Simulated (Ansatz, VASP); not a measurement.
# One calculation of GaN, two programs

POSCAR

```
GaN
1.0
    3.1830984299      0.0000000000      0.0000000000
   -1.5915492150      2.7566441030      0.0000000000
    0.0000000000      0.0000000000      5.3391041298
Ga N
2 2
Direct
    0.3333333333      0.6666666667      0.9991101046
    0.6666666667      0.3333333333      0.4991101046
    0.3333333333      0.6666666667      0.3758898954
    0.6666666667      0.3333333333      0.8758898954
```

Contents of INCAR.step1:

```
SYSTEM = GaN
ALGO = Normal
EDIFF = 1E-4
ENCUT = 520
GGA = PE
ISMEAR = 0
LASPH = .TRUE.
LCHARG = .FALSE.
LREAL = .FALSE.
LWAVE = .TRUE.
NBANDS = 26
NELM = 100
PREC = Accurate
SIGMA = 0.05
```

File INCAR.step2:

```
SYSTEM = GaN
ALGO = Normal
EDIFF = 1E-7
ENCUT = 520
ISIF = 2
ISMEAR = 0
ISTART = 1
LASPH = .TRUE.
LCHARG = .FALSE.
LMIXTAU = .TRUE.
LREAL = .FALSE.
LWAVE = .FALSE.
METAGGA = R2SCAN
NBANDS = 26
NELM = 100
PREC = Accurate
SIGMA = 0.05
```

KPOINTS

```
k-points
0
G
  12 12 6
  0 0 0
```

Input for Ansatz:

```yaml
crystal:
  lattice:
    - [3.1830984299, 0.0, 0.0]
    - [-1.591549215, 2.756644103, 0.0]
    - [0.0, 0.0, 5.3391041298]
  atoms:
    - { symbol: Ga, position: [0.3333333333, 0.6666666667, 0.9991101046] }
    - { symbol: Ga, position: [0.6666666667, 0.3333333333, 0.4991101046] }
    - { symbol: "N", position: [0.3333333333, 0.6666666667, 0.3758898954] }
    - { symbol: "N", position: [0.6666666667, 0.3333333333, 0.8758898954] }
basis:
  ecutwfc: 500
kpoints:
  mp_grid: { grid: [12, 12, 6] }
hamiltonian:
  xc: r2scan
scf:
  occupations: { method: gaussian, width: 0.05 }
output:
  forces: true
  stress: true
  eigenvalues: true
```

Change from the starting cell: strain +0.000 along x and y, +0.030 along z, atoms carried along.

Alike in both runs: task single point; functional r2SCAN; k mesh 12 × 12 × 6; occupations gaussian, width 0.05 eV; no spin polarisation.

|  | VASP | Ansatz |
| --- | --- | --- |
| version | VASP 6.6.1 | Ansatz 0.2.0 |
| potentials or method | VASP PAW PBE potentials, release 64 (Ga_d, N), cutoff 520 eV | scalar-relativistic, plane waves, PAW |
| valence electrons in the cell | 36 | 36 |

Ansatz gave:

* gap on the k mesh at the Fermi level (eV): 2.05
* least direct gap on the mesh (eV): 2.05
* pressure (GPa): -5.2
* traceless stress, the component that is largest in VASP (GPa): -6.87
* rms of the force components (eV/Å): 0.117

**Question.** What did VASP give for the same quantities?

**Answer.** gap on the k mesh at the Fermi level (eV): 2.05; least direct gap on the mesh (eV): 2.05; pressure (GPa): -4.1; traceless stress, the component that is largest in VASP (GPa): -7.04; rms of the force components (eV/Å): 0.124.

VASP's potentials were made for PBE, not for r2SCAN. Atom by atom the forces differ by 0.007 eV/Å (rms over components).
